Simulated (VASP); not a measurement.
# Ge: relaxation of cell and atoms with PBE

Ge:

```xyz
2
Lattice="0.0000 2.8289 2.8289 2.8289 0.0000 2.8289 2.8289 2.8289 0.0000" Properties=species:S:1:pos:R:3 pbc="T T T"
Ge    4.2434    4.2434    4.2434
Ge    2.8289    2.8289    2.8289
```

* Program: VASP 6.6.1
* Task: relaxation of cell and atoms
* Functional: PBE
* Potentials or basis: VASP PAW PBE potentials, release 64 (Ge_d)
* Cutoff: 600 eV
* k mesh: 8 × 8 × 8
* Occupations: fermi-dirac, width 0.05 eV
* Spin: no spin polarisation
* Target pressure: 2 GPa
* Dipole correction: no
* Further INCAR settings: ALGO = Normal; EDIFF = 1e-06; IBRION = 2; EDIFFG = -0.01; NSW = 60; ISIF = 3

The relaxed volume is 23.15 Å³/atom, the relaxed cell is a = 4.031 Å, b = 4.031 Å, c = 4.031 Å, α = 60.00°, β = 60.00°, γ = 60.00° and the space group after relaxing (to 0.1 Å) is Fd-3m (No. 227). The energy change on relaxing (the run minimises the enthalpy) is -9.0 meV/atom. The ionic steps are 5. The pressure after relaxing is 2.0 GPa and the band gap on the k mesh is zero (filled and empty bands touch).

Step by step:
```tsv
step	energy change (eV)	largest force (eV/Å)	pressure (GPa)	volume (Å³)
1	0.0000	0.0000	3.56	45.28
2	-0.0227	0.0000	1.75	46.74
3	-0.0190	0.0000	1.81	46.38
4	-0.0174	0.0000	2.10	46.26
5	-0.0180	0.0000	1.97	46.30
```

Final structure:
```
CELL_PARAMETERS angstrom
0.00000 2.85010 2.85010
2.85010 0.00000 2.85010
2.85010 2.85010 0.00000
ATOMIC_POSITIONS crystal
Ge 0.75000 0.75000 0.75000
Ge 0.50000 0.50000 0.50000
```

Levels at points of the mesh, in eV from the Fermi level:
```tsv
k point	band 12	band 13	band 14	band 15	band 16	band 17
(0.00, 0.00, 0.00)	-0.17	-0.01	-0.01	-0.01	2.54	2.54
(0.50, 0.00, 0.00)	-7.50	-1.38	-1.38	0.11	3.73	3.73
(0.50, 0.50, 0.00)	-8.81	-3.00	-3.00	0.78	0.78	9.33
```

Run time: 99 s on 1 thread of Intel Xeon 8259CL, on a shared host, peak memory 0.19 GiB.

Caveat: the cell is relaxed towards a set pressure, so the run minimises the enthalpy, not the energy; semilocal functionals underestimate gaps, and a narrow one can read as zero. Zero-point motion and thermal expansion aren't in these numbers.
